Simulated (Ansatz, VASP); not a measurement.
**Ru in VASP and in Ansatz**

```
Ru
1.0
    -1.50986    1.50986    1.50986
     1.50986   -1.50986    1.50986
     1.50986    1.50986   -1.50986
Ru
1
Cartesian
  0.0000 0.0000 0.0000
```

Alike in both runs: task relaxation of cell and atoms; functional PBE; k mesh 19 × 19 × 19; occupations fermi-dirac, width 0.1 eV; no spin polarisation.

```csv
,VASP,Ansatz
version,VASP 6.6.1,Ansatz 0.2.0
potentials or method,"VASP PAW PBE potentials, release 64 (Ru_pv)","PAW with Ansatz's default frozen-core files, scalar-relativistic"
plane-wave cutoff (eV),500,420
valence electrons in the cell,14,16
```

Ansatz gave:

- relaxed volume (Å³/atom): 14.26
- relaxed cell length with the largest relative difference (Å): 2.646

Which values does VASP return?

Relaxed volume (Å³/atom): 14.25; relaxed cell length with the largest relative difference (Å): 2.645.

VASP's potentials hold 14 valence electrons a cell and Ansatz's 16, so a difference there can come from the potentials and not from the codes.
